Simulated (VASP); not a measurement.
Write the native input for VASP 6.6.1 that does the following.

| Item | Value |
| --- | --- |
| Task | relaxation of cell and atoms |
| Functional | PBE |
| Potentials or basis | VASP PAW PBE potentials, release 64 (Si, B) |
| Cutoff | 600 eV |
| k mesh | 6 × 6 × 4 |
| Occupations | gaussian, width 0.1 eV |
| Spin | no spin polarisation |
| Dipole correction | no |
| Further INCAR settings | ALGO = Normal; EDIFF = 1e-07; IBRION = 2; EDIFFG = -0.04; NSW = 90; ISIF = 3 |

The structure of Si4B lies in POSCAR:

```
Si4B
1.0
    3.4572769000      0.0000000000      0.0000000000
   -1.7286384500      2.9940896200      0.0000000000
    0.0000000000      0.0000000000      6.8119955800
Si B
4 1
Direct
    0.5000000000      0.0000000000      0.0000000000
    0.0000000000      0.5000000000      0.0000000000
    0.5000000000      0.5000000000      0.0000000000
    0.0000000000      0.0000000000      0.5000000000
    0.0000000000      0.0000000000      0.0000000000
```

The cell was built from a structure type or drawn by symmetry, and may not be a known phase.

These files were run (other wordings do the same):

INCAR

```
SYSTEM = Si4B
ALGO = Normal ; EDIFF = 1E-7
EDIFFG = -0.04 ; ENCUT = 600
GGA = PE ; IBRION = 2
ISIF = 3 ; ISMEAR = 0
LASPH = .TRUE. ; LCHARG = .FALSE.
LREAL = .FALSE. ; LWAVE = .FALSE.
NELM = 100 ; NSW = 90
PREC = Accurate ; SIGMA = 0.1
```

KPOINTS

```
k-points
0
G
  6 6 4
  0 0 0
```

Potentials or basis: VASP PAW PBE potentials, release 64 (Si, B).

Command:

```sh
$ cat potpaw_PBE.64/Si/POTCAR potpaw_PBE.64/B/POTCAR > POTCAR
$ mpirun -np 1 vasp_std > vasp.out
```

It gave:

The relaxed volume is 16.40 Å³/atom and the relaxed cell is a = 4.919 Å, b = 4.919 Å, c = 3.912 Å, α = 90.00°, β = 90.00°, γ = 120.00°. The space group after relaxing (to 0.1 Å) is P6/mmm (No. 191). The energy gained by relaxing is 5372.9 meV/atom. The ionic steps are 24, the pressure after relaxing is 0.0 GPa and the band gap on the k mesh is zero (an odd number of electrons rules out a gap without spin polarisation).

Caveat: the volume moved by over 15 % at a fixed basis, so the end points are rough.

Wall time 3.9 min on 1 thread of Intel(R) Xeon(R) 6975P-C (Granite Rapids), with other jobs on the host, peak memory 0.2 GiB.
